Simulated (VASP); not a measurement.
# CaO (Fm-3m) in VASP: notebook

Runs on CaO. Level: PBEsol. Tasks: single point.

Everything below comes from runs of VASP 6.6.1. Logs are shortened: lines on timing, memory, paths and dates and some standing lists are left out, and cuts for length are marked.

## (1) The cell of the first run

The structure is cubic, space group Fm-3m (No. 225). The conventional cell has a = 4.800 Å, b = 4.800 Å, c = 4.800 Å, α = 90.00°, β = 90.00°, γ = 90.00°. Within 3.2 Å of Ca (site symmetry m-3m) lie 6 O at 2.40 Å. Within 3.2 Å of O (site symmetry m-3m) lie 6 Ca at 2.40 Å.

## (2) Single point, PBEsol

Input file INCAR:

```
SYSTEM = CaO
PREC     = Accurate       ! precision mode
ENCUT    = 600            ! plane-wave cutoff, eV
EDIFF    = 1E-6           ! SCF threshold, eV
ISMEAR   = 0              ! smearing method
SIGMA    = 0.05           ! smearing width, eV
LREAL    = .FALSE.        ! projectors in reciprocal space
LASPH    = .TRUE.         ! aspherical terms in the spheres
NELM     = 120            ! most SCF steps
ALGO     = Normal         ! electronic algorithm
ISIF     = 2              ! what is computed and relaxed
LWAVE    = .FALSE.        ! write WAVECAR
LCHARG   = .TRUE.         ! write CHGCAR
GGA      = PS             ! functional
LELF     = .TRUE.         ! ELF
LVHAR    = .TRUE.       
NBANDS   = 15             ! bands
GGA_COMPAT= .FALSE.
```

Input file KPOINTS:

```
regular mesh
0
G
  6 6 6
  0 0 0
```

Input file POSCAR:

```
CaO
1.0
    0.0000000000      2.4000000000      2.4000000000
    2.4000000000      0.0000000000      2.4000000000
    2.4000000000      2.4000000000      0.0000000000
Ca O
1 1
Direct
    0.0000000000      0.0000000000      0.0000000000
    0.5000000000      0.5000000000      0.5000000000
```

Potentials or basis: VASP PAW PBE potentials, release 64 (Ca_sv, O).

On the command line:

```sh
$ cat potpaw_PBE.64/Ca_sv/POTCAR potpaw_PBE.64/O/POTCAR > POTCAR
$ mpirun -np 1 vasp_std > vasp.out
```

OUTCAR:

```text
SYSTEM = CaO
   PREC = Accurate
   ENCUT = 600
   EDIFF = 1E-6
   ISMEAR = 0
   LREAL = .FALSE.
   LASPH = .TRUE.
   NELM = 120
   ISIF = 2
   GGA = PS

 ion  position               nearest neighbor table
   1  0.000  0.000  0.000-   2 2.40   2 2.40   2 2.40   2 2.40   2 2.40   2 2.40
   2  0.500  0.500  0.500-   1 2.40   1 2.40   1 2.40   1 2.40   1 2.40   1 2.40

  LATTYP: Found a face centered cubic cell.
 ALAT       =     4.8000000000

  Lattice vectors:

 A1 = (   0.0000000000,   2.4000000000,   2.4000000000)
 A2 = (   2.4000000000,   0.0000000000,   2.4000000000)
 A3 = (   2.4000000000,   2.4000000000,   0.0000000000)

Analysis of symmetry for initial positions (statically):
=====================================================================
 Subroutine PRICEL returns:
 Original cell was already a primitive cell.

 Routine SETGRP: Setting up the symmetry group for a
 face centered cubic supercell.

 Subroutine GETGRP returns: Found 48 space group operations
 (whereof 48 operations were pure point group operations)
 out of a pool of 48 trial point group operations.

The static configuration has the point symmetry O_h .

Analysis of symmetry for dynamics (positions and initial velocities):
=====================================================================
 Subroutine PRICEL returns:
 Original cell was already a primitive cell.

 Routine SETGRP: Setting up the symmetry group for a
 face centered cubic supercell.

 Subroutine GETGRP returns: Found 48 space group operations
 (whereof 48 operations were pure point group operations)
 out of a pool of 48 trial point group operations.

The dynamic configuration has the point symmetry O_h .

 Subroutine INISYM returns: Found 48 space group operations
 (whereof 48 operations are pure point group operations),
 and found     1 'primitive' translations

----------------------------------------------------------------------------------------

                                     Primitive cell

  volume of cell :      27.6480

  direct lattice vectors                    reciprocal lattice vectors
     0.000000000  2.400000000  2.400000000    -0.208333333  0.208333333  0.208333333
     2.400000000  0.000000000  2.400000000     0.208333333 -0.208333333  0.208333333
     2.400000000  2.400000000  0.000000000     0.208333333  0.208333333 -0.208333333

  length of vectors
     3.394112550  3.394112550  3.394112550     0.360843918  0.360843918  0.360843918

  position of ions in fractional coordinates (direct lattice)
     0.000000000  0.000000000  0.000000000
     0.500000000  0.500000000  0.500000000
[... 79 lines left out ...]
   NELECT =      16.0000    total number of electrons
   NUPDOWN=      -1.0000    fix difference up-down
   EMIN   =  10.00;   EMAX   =-10.00  energy-range for DOS
   EFERMI =   0.00;   METHOD = LEGACY
   ISMEAR =     0;   SIGMA  =   0.05  broadening in eV -4-tet -1-fermi 0-gaus
   EFERMI_NEDOS =   21; number of points for ismear=-14 and -15
   IALGO  =     38    algorithm
   IMIX   =      4    mixing-type and parameters
     AMIX     =   0.40;   BMIX     =  1.00
     AMIX_MAG =   1.60;   BMIX_MAG =  1.00
  volume/ion in A,a.u.               =      13.82        93.29
  Fermi-wavevector in a.u.,A,eV,Ry     =   1.364249  2.578056 25.322821  1.861175
  Thomas-Fermi vector in A             =   2.490581
   LORBIT       =      0    0 simple, 1 ext, 2 COOP (PROOUT), +10 PAW based schemes
   GGA     = PS    functional components
   LHFCALC =     F    Hartree Fock is set to
   AEXX    =    0.0000 exact exchange contribution
   IVDW    =     0    specifies the selected vdW correction
   LEPSILON=     F    determine dielectric tensor
   LRPA    =     F    only Hartree local field effects (RPA)
 non-spin polarized calculation
 Gauss-broadening in eV      SIGMA  =   0.05
  energy-cutoff  :      600.00
  volume of cell :       27.65
 maximum number of plane-waves:       941
   NGX = 13   NGY = 13   NGZ = 13

 number of electron      15.9999997 magnetization

 Free energy of the ion-electron system (eV)
  ---------------------------------------------------
  ext. energy  EPLUGINS =         0.00000000
  ---------------------------------------------------
  free energy    TOTEN  =       -13.41181776 eV

  energy without entropy =      -13.41181776  energy(sigma->0) =      -13.41181776

 E-fermi :   2.4960     XC(G=0): -10.7556

 val. band max:        2.2166783011   @ k =   0.0000   0.0000   0.0000
 cond. band min:       5.7493432563   @ k =   0.5000   0.5000   0.0000
 fundamental gap:      3.5326649552
 Fermi energy:         2.4960335754

 k-point     1 :       0.0000    0.0000    0.0000
  band No.  band energies     occupation
      1     -35.1535      2.00000
      2     -15.9918      2.00000
      3     -15.9918      2.00000
      4     -15.9918      2.00000
      5     -13.2356      2.00000
      6       2.2167      2.00000
      7       2.2167      2.00000
      8       2.2167      2.00000
      9       6.8124      0.00000
     10       8.4193      0.00000
     11       8.4193      0.00000
     12       8.4193      0.00000
     13       9.9628      0.00000
     14       9.9628      0.00000
[... 257 lines left out ...]
      2     -16.5278      2.00000
      3     -16.3961      2.00000
      4     -16.3310      2.00000
      5     -12.6765      2.00000
      6       0.9852      2.00000
      7       1.1217      2.00000
      8       1.3910      2.00000
      9       7.1698      0.00000
     10       9.8739      0.00000
     11      10.5963      0.00000
     12      11.8436      0.00000
     13      11.9870      0.00000
     14      15.0948      0.00000
     15      15.7924      0.00000

------------------------ aborting loop because EDIFF is reached ----------------------------------------

  FORCE on cell =-STRESS in cart. coord.  units (eV):
  Direction    XX          YY          ZZ          XY          YZ          ZX
  --------------------------------------------------------------------------------------
  -------------------------------------------------------------------------------------
  Total       -0.3096808     -0.3096808     -0.3096808      0.0000000      0.0000000      0.0000000
  in kB      -17.9457294    -17.9457294    -17.9457294      0.0000000      0.0000000      0.0000000
  external PRESSURE =     -17.9457294 kB  Pullay stress =       0.0000000 kB

 VOLUME and BASIS-vectors are now :
 -----------------------------------------------------------------------------
  energy-cutoff  :      600.00
  volume of cell :       27.65
      direct lattice vectors                 reciprocal lattice vectors
     0.000000000  2.400000000  2.400000000    -0.208333333  0.208333333  0.208333333
     2.400000000  0.000000000  2.400000000     0.208333333 -0.208333333  0.208333333
     2.400000000  2.400000000  0.000000000     0.208333333  0.208333333 -0.208333333

 POSITION                                       TOTAL-FORCE (eV/Angst)
 -----------------------------------------------------------------------------------
      0.00000      0.00000      0.00000         0.000000      0.000000      0.000000
      2.40000      2.40000      2.40000        -0.000000     -0.000000     -0.000000
 -----------------------------------------------------------------------------------
    total drift:                                0.000000      0.000000      0.000000

  FREE ENERGIE OF THE ION-ELECTRON SYSTEM (eV)
  ---------------------------------------------------
  free  energy   TOTEN  =       -13.4118177633 eV

  energy  without entropy=      -13.4118177633  energy(sigma->0) =      -13.41181776
```

OSZICAR:

```text
N       E                     dE             d eps       ncg     rms          rms(c)
DAV:   1     0.135879393591E+03    0.13588E+03   -0.90974E+03   480   0.122E+03
DAV:   2    -0.873403897698E+01   -0.14461E+03   -0.13527E+03   627   0.311E+02
DAV:   3    -0.147375874244E+02   -0.60035E+01   -0.59690E+01   557   0.651E+01
DAV:   4    -0.149266735383E+02   -0.18909E+00   -0.18898E+00   695   0.987E+00
DAV:   5    -0.149291837066E+02   -0.25102E-02   -0.25102E-02   552   0.100E+00    0.806E+00
DAV:   6    -0.135099925894E+02    0.14192E+01   -0.42986E+00   537   0.207E+01    0.355E+00
DAV:   7    -0.134283813238E+02    0.81611E-01   -0.37488E-01   544   0.634E+00    0.178E+00
DAV:   8    -0.134126921840E+02    0.15689E-01   -0.72941E-02   613   0.291E+00    0.394E-01
DAV:   9    -0.134114614803E+02    0.12307E-02   -0.50834E-03   494   0.585E-01    0.104E-01
DAV:  10    -0.134118501970E+02   -0.38872E-03   -0.55152E-04   572   0.270E-01    0.510E-02
DAV:  11    -0.134118184819E+02    0.31715E-04   -0.43798E-05   625   0.936E-02    0.663E-03
DAV:  12    -0.134118177633E+02    0.71863E-06   -0.82946E-06   585   0.309E-02
   1 F= -.13411818E+02 E0= -.13411818E+02  d E =-.108699E-16
```

Wall time 5.9 s (1 thread of Intel Xeon Platinum 8488C (Sapphire Rapids), shared host); peak memory 0.15 GiB.

What came out:

* Free energy: -13.4118 eV
* Pressure: -1.8 GPa
* Band gap on the k mesh: 3.53 eV (least direct gap 3.91 eV)

Caveat: the PAW data sets were made with another functional, which shifts forces and pressure a little.

## (3) Single point, PBEsol

This run uses another cell than the first one, of 13.56 Å³/atom.

Input file INCAR:

```
SYSTEM = CaO
PREC = Accurate ; ENCUT = 600
EDIFF = 1E-6 ; ISMEAR = 0
SIGMA = 0.05 ; LREAL = .False.
LASPH = .True. ; NELM = 120
ALGO = Normal ; ISIF = 2
LWAVE = .False. ; LCHARG = .True.
GGA = PS ; LELF = .True.
LVHAR = .True. ; NBANDS = 15
GGA_COMPAT = .False.
```

Input file KPOINTS:

```
Automatic mesh
0
Gamma
  6 6 6
  0 0 0
```

Input file POSCAR:

```
CaO
1.0
    0.0000000000      2.3847089665      2.3847089665
    2.3847089665      0.0000000000      2.3847089665
    2.3847089665      2.3847089665      0.0000000000
Ca O
1 1
Direct
    0.0000000000      0.0000000000      0.0000000000
    0.5000000000      0.5000000000      0.5000000000
```

Potentials or basis: VASP PAW PBE potentials, release 64 (Ca_sv, O).

On the command line:

```sh
$ cat potpaw_PBE.64/Ca_sv/POTCAR potpaw_PBE.64/O/POTCAR > POTCAR
$ mpirun -np 1 vasp_std > vasp.out
```

Run time: 5.9 s. Hardware: 1 thread of Intel Xeon Platinum 8488C (Sapphire Rapids), shared host; peak memory 0.16 GiB.

Results (log left out):

```yaml
Free_energy: -13.4132 eV
Pressure: 0.4 GPa
Band_gap_on_the_k_mesh: 3.52 eV (least direct gap 3.90 eV)
```

Levels at points of the mesh, in eV from the valence-band top:
| k point | band 6 | band 7 | band 8 | band 9 | band 10 | band 11 |
| --- | --- | --- | --- | --- | --- | --- |
| (0.00, 0.00, 0.00) | 0.00 | 0.00 | 0.00 | 4.75 | 6.25 | 6.25 |
| (0.50, 0.00, 0.00) | -2.75 | -1.27 | -1.27 | 7.12 | 8.50 | 8.50 |
| (0.50, 0.50, 0.00) | -1.31 | -0.37 | -0.37 | 3.52 | 8.22 | 9.06 |

Caveat: the PAW data sets were made with another functional, which shifts forces and pressure a little. A k mesh can miss the band edges.

## (4) Single point, PBEsol (13.56 Å³/atom)

This run uses another cell than the first one, of 13.56 Å³/atom.

Input file INCAR:

```
ALGO = Normal
EDIFF = 1E-6
ENCUT = 600
GGA = PS
GGA_COMPAT = F
ISIF = 2
ISMEAR = 0
LASPH = T
LCHARG = T
LELF = T
LREAL = F
LVHAR = T
LWAVE = F
NBANDS = 15
NELM = 120
PREC = Accurate
SIGMA = 0.02
```

Input file KPOINTS:

```
k-points
0
Gamma
  8 8 8
```

Input file POSCAR:

```
CaO
1.0
    0.0000000000      2.3847000000      2.3847000000
    2.3847000000      0.0000000000      2.3847000000
    2.3847000000      2.3847000000      0.0000000000
Ca O
1 1
Direct
    0.0000000000      0.0000000000      0.0000000000
    0.5000000000      0.5000000000      0.5000000000
```

Potentials or basis: VASP PAW PBE potentials, release 64 (Ca_sv, O).

On the command line:

```sh
$ cat potpaw_PBE.64/Ca_sv/POTCAR potpaw_PBE.64/O/POTCAR > POTCAR
$ mpirun -np 1 vasp_std > vasp.out
```

OUTCAR:

```text
EDIFF = 1E-6
   ENCUT = 600
   GGA = PS
   ISIF = 2
   ISMEAR = 0
   LASPH = T
   LREAL = F
   NELM = 120
   PREC = Accurate

 ion  position               nearest neighbor table
   1  0.000  0.000  0.000-   2 2.38   2 2.38   2 2.38   2 2.38   2 2.38   2 2.38
   2  0.500  0.500  0.500-   1 2.38   1 2.38   1 2.38   1 2.38   1 2.38   1 2.38

  LATTYP: Found a face centered cubic cell.
 ALAT       =     4.7694000000

  Lattice vectors:

 A1 = (   0.0000000000,   2.3847000000,   2.3847000000)
 A2 = (   2.3847000000,   0.0000000000,   2.3847000000)
 A3 = (   2.3847000000,   2.3847000000,   0.0000000000)

Analysis of symmetry for initial positions (statically):
=====================================================================
 Subroutine PRICEL returns:
 Original cell was already a primitive cell.

 Routine SETGRP: Setting up the symmetry group for a
 face centered cubic supercell.

 Subroutine GETGRP returns: Found 48 space group operations
 (whereof 48 operations were pure point group operations)
 out of a pool of 48 trial point group operations.

The static configuration has the point symmetry O_h .

Analysis of symmetry for dynamics (positions and initial velocities):
[... 175 lines left out ...]
      8       2.3268      2.00000
      9       7.0787      0.00000
     10       8.5738      0.00000
     11       8.5738      0.00000
     12       8.5738      0.00000
     13      10.1521      0.00000
     14      10.1521      0.00000
[... 401 lines left out ...]
      2     -16.8015      2.00000
      3     -16.0576      2.00000
      4     -15.9300      2.00000
      5     -12.1378      2.00000
      6       0.1966      2.00000
      7       1.1579      2.00000
      8       1.2227      2.00000
      9       9.1217      0.00000
     10       9.1850      0.00000
     11      11.2490      0.00000
     12      11.4487      0.00000
     13      12.7714      0.00000
     14      14.4188      0.00000
     15      16.3802      0.00000

 [... further k-points ...]

------------------------ aborting loop because EDIFF is reached ----------------------------------------

  FORCE on cell =-STRESS in cart. coord.  units (eV):
  Direction    XX          YY          ZZ          XY          YZ          ZX
  --------------------------------------------------------------------------------------
  -------------------------------------------------------------------------------------
  Total        0.0610855      0.0610855      0.0610855     -0.0000000      0.0000000     -0.0000000
  in kB        3.6084212      3.6084212      3.6084212     -0.0000000      0.0000000     -0.0000000
  external PRESSURE =       3.6084212 kB  Pullay stress =       0.0000000 kB

 VOLUME and BASIS-vectors are now :
 -----------------------------------------------------------------------------
  energy-cutoff  :      600.00
  volume of cell :       27.12
      direct lattice vectors                 reciprocal lattice vectors
     0.000000000  2.384700000  2.384700000    -0.209669979  0.209669979  0.209669979
     2.384700000  0.000000000  2.384700000     0.209669979 -0.209669979  0.209669979
     2.384700000  2.384700000  0.000000000     0.209669979  0.209669979 -0.209669979

 POSITION                                       TOTAL-FORCE (eV/Angst)
 -----------------------------------------------------------------------------------
      0.00000      0.00000      0.00000         0.000000      0.000000      0.000000
      2.38470      2.38470      2.38470        -0.000000     -0.000000     -0.000000
 -----------------------------------------------------------------------------------
    total drift:                                0.000000      0.000000      0.000000

  FREE ENERGIE OF THE ION-ELECTRON SYSTEM (eV)
  ---------------------------------------------------
  free  energy   TOTEN  =       -13.4133918170 eV

  energy  without entropy=      -13.4133918170  energy(sigma->0) =      -13.41339182
```

stdout:

```text
POSCAR found type information on POSCAR CaO
 POSCAR found :  2 types and       2 ions
 scaLAPACK will be used
 -----------------------------------------------------------------------------
|                                                                             |
|                                                                             |
|     You enforced a specific xc type in the INCAR file but a different       |
|     I HOPE YOU KNOW WHAT YOU ARE DOING!                                     |
|                                                                             |
 -----------------------------------------------------------------------------

 LDA part: xc-table for (Slater+PW92), standard interpolation
 POSCAR, INCAR and KPOINTS ok, starting setup
 FFT: planning ... GRIDC
 FFT: planning ... GRID_SOFT
 FFT: planning ... GRID
 WAVECAR not read
 entering main loop
```

Run time: 8.9 s. Hardware: 1 thread of Intel Xeon Platinum 8488C (Sapphire Rapids), shared host; peak memory 0.16 GiB.

What came out:

```
Free energy            : -13.4134 eV
Pressure               : 0.4 GPa
Band gap on the k mesh : 3.52 eV (least direct gap 3.90 eV)
```

Caveat: the PAW data sets were made with another functional, which shifts forces and pressure a little.

## (5) Overview

| cell | k mesh | smearing | gap on the mesh (eV) | pressure (GPa) |
| --- | --- | --- | --- | --- |
| a = 3.394 Å, angles 60.0°, 2 atoms | 6 × 6 × 6 | gaussian 0.05 eV | 3.53 | -1.8 |
| a = 3.372 Å, angles 60.0°, 2 atoms | 6 × 6 × 6 | gaussian 0.05 eV | 3.52 | 0.4 |
| a = 3.372 Å, angles 60.0°, 2 atoms | 8 × 8 × 8 | gaussian 0.02 eV | 3.52 | 0.4 |

Alike in all rows: task single point; level PBEsol; potentials or basis VASP PAW PBE potentials, release 64 (Ca_sv, O); no spin polarisation; cutoff (eV) 600.

Caveats: the PAW data sets were made with another functional, which shifts forces and pressure a little.

Total energies depend on the potentials used, so only differences within one code and one set of settings carry meaning.
